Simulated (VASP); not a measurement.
Input of a VASP 6.6.1 run:

File INCAR:

```
SYSTEM = W
PREC = Accurate ; ENCUT = 520
EDIFF = 1E-7 ; ISMEAR = 1
SIGMA = 0.1 ; LREAL = .False.
LASPH = .True. ; NELM = 60
ALGO = Normal ; ISIF = 2
LWAVE = .False. ; LCHARG = .False.
GGA = PS ; IVDW = 13
NBANDS = 13
```

File KPOINTS:

```
Automatic mesh
0
Gamma
  13 13 13
  0 0 0
```

POSCAR

```
W
1.0
    0.0000000000      2.0300000000      2.0300000000
    2.0300000000      0.0000000000      2.0300000000
    2.0300000000      2.0300000000      0.0000000000
W
1
Direct
    0.0000000000      0.0000000000      0.0000000000
```

Potentials or basis: VASP PAW PBE potentials, release 64 (W_sv).

The run is started by

```console
$ cat potpaw_PBE.64/W_sv/POTCAR > POTCAR
$ mpirun -np 1 vasp_std > vasp.out
```

**Question.** Estimate the dispersion energy per atom.

**Answer.** -0.400 eV.

**Question.** Estimate the band gap on the k mesh.

**Answer.** Zero (band 7 reaches 12.73 eV, above the bottom of band 8 at 9.52 eV).

**Question.** Estimate the pressure.

**Answer.** -15.5 GPa.

Caveat: the PAW data sets were made with another functional, which shifts forces and pressure a little; spin-orbit coupling is left out, which moves the levels of the heavy elements; pairwise dispersion overbinds metals, which lowers pressure and volume.
